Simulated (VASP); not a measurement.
Input of a VASP 6.6.1 run:

The input INCAR:

```
ALGO = Normal
EDIFF = 1E-7
ENCUT = 520
ISIF = 2
ISMEAR = 0
LASPH = T
LCHARG = T
LELF = T
LREAL = F
LVHAR = T
LWAVE = F
NBANDS = 15
NELM = 100
PREC = Accurate
SIGMA = 0.01
```

KPOINTS

```
k-points
0
Gamma
  6 6 6
```

File POSCAR:

```
KI
1.0
    0.0000000000      3.4114761627      3.4114761627
    3.4114761627      0.0000000000      3.4114761627
    3.4114761627      3.4114761627      0.0000000000
K I
1 1
Direct
    0.0000000000      0.0000000000      0.0000000000
    0.5000000000      0.5000000000      0.5000000000
```

Potentials or basis: VASP PAW LDA potentials, release 64 (K_sv, I).

Launch:

```console
$ cat potpaw_LDA.64/K_sv/POTCAR potpaw_LDA.64/I/POTCAR > POTCAR
$ mpirun -np 1 vasp_std > vasp.out
```

Problem. Predict the band gap on the k mesh.

Solution. 3.87 eV, direct.

Problem. Predict the pressure.

Solution. 0.0 GPa.

Caveat: spin-orbit coupling is left out, which moves the levels of the heavy elements. As with any semilocal functional, this LDA gap is likely too small.
